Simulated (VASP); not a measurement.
# TiH (I4/mmm) in VASP: single point with r2SCAN

Aim: the single point of TiH with r2SCAN.

Program: VASP 6.6.1. These are calculated values, not measurements. Logs are shortened: lines on timing, memory, paths and dates and some standing lists are left out, and cuts for length are marked.

## Step 1: The cell of the first run

Symmetry: I4/mmm, No. 139, tetragonal system. Conventional cell: a = 2.955 Å, b = 2.955 Å, c = 4.388 Å, α = 90.00°, β = 90.00°, γ = 90.00°. Ti (site symmetry 4/mmm) has 6 H at 2.09 to 2.19 Å within 2.8 Å. Within 2.8 Å of H (site symmetry 4/mmm) lie 6 Ti at 2.09 to 2.19 Å.

## Step 2: Single point, r2SCAN (strain +0.000 along x and y, +0.050 along z)

Contents of POSCAR:

```
TiH
1.0
    0.0000000000      2.0896972200      2.1941820810
    2.0896972200      0.0000000000      2.1941820810
    2.0896972200      2.0896972200      0.0000000000
Ti H
1 1
Direct
    0.0000000000      0.0000000000      0.0000000000
    0.5000000000      0.5000000000      0.5000000000
```

Contents of INCAR.step1:

```
ALGO = Normal
EDIFF = 1E-4
ENCUT = 520
GGA = PE
ISMEAR = 0
LASPH = True
LCHARG = False
LREAL = False
LWAVE = True
NBANDS = 14
NELM = 60
PREC = Accurate
SIGMA = 0.15
```

Contents of INCAR.step2:

```
ALGO = Normal
EDIFF = 1E-6
ENCUT = 520
ISIF = 2
ISMEAR = 0
ISTART = 1
LASPH = True
LCHARG = False
LMIXTAU = True
LREAL = False
LWAVE = False
METAGGA = R2SCAN
NBANDS = 14
NELM = 60
PREC = Accurate
SIGMA = 0.15
```

Contents of KPOINTS:

```
k-points
0
Gamma
  20 20 20
```

Potentials or basis: VASP PAW PBE potentials, release 64 (Ti_sv, H).

The run is started by

```
cat potpaw_PBE.64/Ti_sv/POTCAR potpaw_PBE.64/H/POTCAR > POTCAR
cp INCAR.step1 INCAR
mpirun -np 1 vasp_std > vasp.out
cp INCAR.step2 INCAR
mpirun -np 1 vasp_std > vasp.out
```

OUTCAR:

```text
EDIFF = 1E-6
   ENCUT = 520
   ISIF = 2
   ISMEAR = 0
   ISTART = 1
   LASPH = True
   LREAL = False
   METAGGA = R2SCAN
   NELM = 60
   PREC = Accurate

 ion  position               nearest neighbor table
   1  0.000  0.000  0.000-
   2  0.500  0.500  0.500-

  LATTYP: Found a body centered tetragonal cell.
 ALAT       =     2.9552781498
 C/A-ratio  =     1.4849242405

  Lattice vectors:

 A1 = (  -2.0896972200,   0.0000000000,   2.1941820810)
 A2 = (   2.0896972200,   0.0000000000,   2.1941820810)
 A3 = (   0.0000000000,   2.0896972200,  -2.1941820810)

Analysis of symmetry for initial positions (statically):
=====================================================================
 Subroutine PRICEL returns:
 Original cell was already a primitive cell.

 Routine SETGRP: Setting up the symmetry group for a
 body centered tetragonal supercell.

 Subroutine GETGRP returns: Found 16 space group operations
 (whereof 16 operations were pure point group operations)
 out of a pool of 16 trial point group operations.

The static configuration has the point symmetry D_4h.

Analysis of symmetry for dynamics (positions and initial velocities):
=====================================================================
 Subroutine PRICEL returns:
 Original cell was already a primitive cell.

 Routine SETGRP: Setting up the symmetry group for a
 body centered tetragonal supercell.

 Subroutine GETGRP returns: Found 16 space group operations
 (whereof 16 operations were pure point group operations)
 out of a pool of 16 trial point group operations.

The dynamic configuration has the point symmetry D_4h.

 Subroutine INISYM returns: Found 16 space group operations
 (whereof 16 operations are pure point group operations),
 and found     1 'primitive' translations

----------------------------------------------------------------------------------------

                                     Primitive cell

  volume of cell :      19.1633

  direct lattice vectors                    reciprocal lattice vectors
     0.000000000  2.089697220  2.194182081    -0.239269113  0.239269113  0.227875346
     2.089697220  0.000000000  2.194182081     0.239269113 -0.239269113  0.227875346
     2.089697220  2.089697220  0.000000000     0.239269113  0.239269113 -0.227875346

  length of vectors
     3.030060969  3.030060969  2.955278150     0.407954152  0.407954152  0.407954152

  position of ions in fractional coordinates (direct lattice)
     0.000000000  0.000000000  0.000000000
     0.500000000  0.500000000  0.500000000

  ion indices of the primitive-cell ions
   primitive index   ion index
                 1           1
                 2           2

----------------------------------------------------------------------------------------

 KPOINTS: k-points

Automatic generation of k-mesh.
 Grid dimensions read from file:
 generate k-points for:   20   20   20

 Generating k-lattice:

  Cartesian coordinates                     Fractional coordinates (reciprocal lattice)
    -0.011963456  0.011963456  0.011393767     0.050000000 -0.000000000  0.000000000
     0.011963456 -0.011963456  0.011393767    -0.000000000  0.050000000  0.000000000
     0.011963456  0.011963456 -0.011393767     0.000000000  0.000000000  0.050000000

  Length of vectors
     0.020397708  0.020397708  0.020397708

  Shift w.r.t. Gamma in fractional coordinates (k-lattice)
     0.000000000  0.000000000  0.000000000

 Subroutine IBZKPT returns following result:
 ===========================================

 Found    641 irreducible k-points:

 Following reciprocal coordinates:
            Coordinates               Weight
  0.000000  0.000000  0.000000      1.000000
  0.050000  0.000000  0.000000      8.000000
  0.100000 -0.000000  0.000000      8.000000
  0.150000  0.000000  0.000000      8.000000
  0.200000 -0.000000  0.000000      8.000000
  0.250000 -0.000000  0.000000      8.000000
[... 16 lines left out ...]
 -0.400000  0.050000  0.000000      8.000000
 -0.350000  0.050000  0.000000      8.000000
 [... further k-points ...]
   k-points           NKPTS =    641   k-points in BZ     NKDIM =    641   number of bands    NBANDS=     14
   number of dos      NEDOS =    301   number of ions     NIONS =      2
   total plane-waves  NPLWV =  13824
   dimension x,y,z NGX =    24 NGY =   24 NGZ =   24
   dimension x,y,z NGXF=    48 NGYF=   48 NGZF=   48
   ions per type =               1   1
   NGX,Y,Z   is equivalent  to a cutoff of  13.17, 13.17, 13.50 a.u.
   NGXF,Y,Z  is equivalent  to a cutoff of  26.34, 26.34, 27.00 a.u.
 SYSTEM =  unknown system
   PREC   = accura    normal or accurate (medium, high low for compatibility)
   ISTART =      1    job   : 0-new  1-cont  2-samecut
   ICHARG =      0    charge: 1-file 2-atom 10-const
   ISPIN  =      1    spin polarized calculation?
   LNONCOLLINEAR =      F non collinear calculations
   LSORBIT =      F    spin-orbit coupling
   LASPH  =      T    aspherical Exc in radial PAW
   ENCUT  =  520.0 eV  38.22 Ry    6.18 a.u.   5.63  5.63  5.49*2*pi/ulx,y,z
   NELM   =     60;   NELMIN=  2; NELMDL=  0     # of ELM steps
   EDIFF  = 0.1E-05   stopping-criterion for ELM
   LREAL  =      F    real-space projection
[... 7 lines left out ...]
   TEBEG  =    0.0;   TEEND  =   0.0 temperature during run
   PSTRESS=    0.0 pullay stress
   NELECT =      13.0000    total number of electrons
   NUPDOWN=      -1.0000    fix difference up-down
   EMIN   =  10.00;   EMAX   =-10.00  energy-range for DOS
   EFERMI =   0.00;   METHOD = LEGACY
   ISMEAR =     0;   SIGMA  =   0.15  broadening in eV -4-tet -1-fermi 0-gaus
   EFERMI_NEDOS =   21; number of points for ismear=-14 and -15
   IALGO  =     38    algorithm
   IMIX   =      4    mixing-type and parameters
     AMIX     =   0.40;   BMIX     =  1.00
     AMIX_MAG =   1.60;   BMIX_MAG =  1.00
  volume/ion in A,a.u.               =       9.58        64.66
  Fermi-wavevector in a.u.,A,eV,Ry     =   1.438466  2.718306 28.152948  2.069183
  Thomas-Fermi vector in A             =   2.557429
   LORBIT       =      0    0 simple, 1 ext, 2 COOP (PROOUT), +10 PAW based schemes
   METAGGA = R2SCAN    functional components
   LHFCALC =     F    Hartree Fock is set to
   AEXX    =    0.0000 exact exchange contribution
   IVDW    =     0    specifies the selected vdW correction
   LEPSILON=     F    determine dielectric tensor
   LRPA    =     F    only Hartree local field effects (RPA)
 non-spin polarized calculation
 Gauss-broadening in eV      SIGMA  =   0.15
  energy-cutoff  :      520.00
  volume of cell :       19.16
 maximum number of plane-waves:       540
   NGX = 11   NGY = 11   NGZ = 11

 number of electron      13.0000003 magnetization

 Free energy of the ion-electron system (eV)
  ---------------------------------------------------
  ext. energy  EPLUGINS =         0.00000000
  ---------------------------------------------------
  free energy    TOTEN  =       -17.12649996 eV

  energy without entropy =      -17.10780039  energy(sigma->0) =      -17.11715017

 E-fermi :   8.3453     XC(G=0): -12.5648

 val. band max:        8.3390358421   @ k =   0.4500   0.1000   0.3500
 cond. band min:       8.3465999156   @ k =  -0.4000   0.1500   0.0500
 fundamental gap:      0.0075640736
 Fermi energy:         8.3452919496

 k-point     1 :       0.0000    0.0000    0.0000
  band No.  band energies     occupation
      1     -50.8249      2.00000
      2     -25.7562      2.00000
      3     -25.7562      2.00000
      4     -25.7523      2.00000
      5      -1.5347      2.00000
      6       8.7584      0.00010
      7       9.1884      0.00000
      8       9.1884      0.00000
      9      10.4726      0.00000
     10      10.9418      0.00000
     11      18.8551      0.00000
     12      23.0377      0.00000
     13      24.3595      0.00000
     14      25.2365      0.00000

 k-point     2 :       0.0500    0.0000    0.0000
  band No.  band energies     occupation
      1     -50.8227      2.00000
      2     -25.7694      2.00000
      3     -25.7574      2.00000
      4     -25.7552      2.00000
      5      -1.4654      2.00000
      6       8.7602      0.00009
      7       9.1564      0.00000
      8       9.2161      0.00000
      9      10.4524      0.00000
     10      10.9108      0.00000
     11      18.5543      0.00000
     12      23.0864      0.00000
     13      24.4863      0.00000
     14      25.3053      0.00000

 k-point     3 :       0.1000   -0.0000    0.0000
  band No.  band energies     occupation
      1     -50.8162      2.00000
      2     -25.8098      2.00000
      3     -25.7614      2.00000
      4     -25.7609      2.00000
      5      -1.2602      2.00000
      6       8.7139      0.00051
      7       9.1026      0.00000
      8       9.2914      0.00000
      9      10.4081      0.00000
     10      10.8300      0.00000
     11      17.8325      0.00000
     12      23.1516      0.00000
     13      24.7665      0.00000
     14      25.4992      0.00000
[... 324 lines left out ...]
 k-point    23 :      -0.4000    0.0500    0.0000
  band No.  band energies     occupation
      1     -50.7382      2.00000
      2     -26.2730      2.00000
      3     -25.8426      2.00000
      4     -25.8001      2.00000
      5       2.2622      2.00000
      6       5.7702      2.00000
      7       8.6126      0.01172
      8       9.1037      0.00000
      9      11.3206      0.00000
     10      11.6396      0.00000
     11      15.0965      0.00000
     12      18.1794      0.00000
     13      25.0299      0.00000
     14      27.1906      0.00000

 k-point    24 :      -0.3500    0.0500    0.0000
  band No.  band energies     occupation
      1     -50.7469      2.00000
      2     -26.2233      2.00000
      3     -25.8352      2.00000
      4     -25.7935      2.00000
      5       1.6347      2.00000
      6       6.3743      2.00000
      7       8.7025      0.00076
      8       9.2008      0.00000
      9      11.0867      0.00000
     10      11.4410      0.00000
     11      14.9741      0.00000
     12      19.0906      0.00000
     13      25.0972      0.00000
     14      27.9443      0.00000

 [... further k-points ...]

------------------------ aborting loop because EDIFF is reached ----------------------------------------

  FORCE on cell =-STRESS in cart. coord.  units (eV):
  Direction    XX          YY          ZZ          XY          YZ          ZX
  --------------------------------------------------------------------------------------
  -------------------------------------------------------------------------------------
  Total       -0.7488732     -0.7488732     -0.8588484      0.0000000      0.0000000      0.0000000
  in kB      -62.6108313    -62.6108313    -71.8055026      0.0000000      0.0000000      0.0000000
  external PRESSURE =     -65.6757218 kB  Pullay stress =       0.0000000 kB

 VOLUME and BASIS-vectors are now :
 -----------------------------------------------------------------------------
  energy-cutoff  :      520.00
  volume of cell :       19.16
      direct lattice vectors                 reciprocal lattice vectors
     0.000000000  2.089697220  2.194182081    -0.239269113  0.239269113  0.227875346
     2.089697220  0.000000000  2.194182081     0.239269113 -0.239269113  0.227875346
     2.089697220  2.089697220  0.000000000     0.239269113  0.239269113 -0.227875346

 POSITION                                       TOTAL-FORCE (eV/Angst)
 -----------------------------------------------------------------------------------
      0.00000      0.00000      0.00000         0.000000     -0.000000      0.000000
      2.08970      2.08970      2.19418        -0.000000      0.000000     -0.000000
 -----------------------------------------------------------------------------------
    total drift:                                0.000000     -0.000000     -0.000000

  FREE ENERGIE OF THE ION-ELECTRON SYSTEM (eV)
  ---------------------------------------------------
  free  energy   TOTEN  =       -17.1264999582 eV

  energy  without entropy=      -17.1078003869  energy(sigma->0) =      -17.11715017
```

Run time: 12 min. Hardware: 1 thread of Intel Xeon 8259CL, shared host; peak memory 0.29 GiB.

Results:

```
Free energy            : -17.1265 eV
Pressure               : -6.6 GPa
Band gap on the k mesh : zero (an odd number of electrons rules out a gap without spin polarisation)
```

Stress tensor (GPa, compression positive):
```
-6.26  0.00  0.00
 0.00 -6.26  0.00
 0.00  0.00 -7.18
```

Caveat: the cell differs from its parent crystal (strain +0.000 along x and y, +0.050 along z); the cell stands under tension; the PAW data sets were made with another functional, which shifts forces and pressure a little.
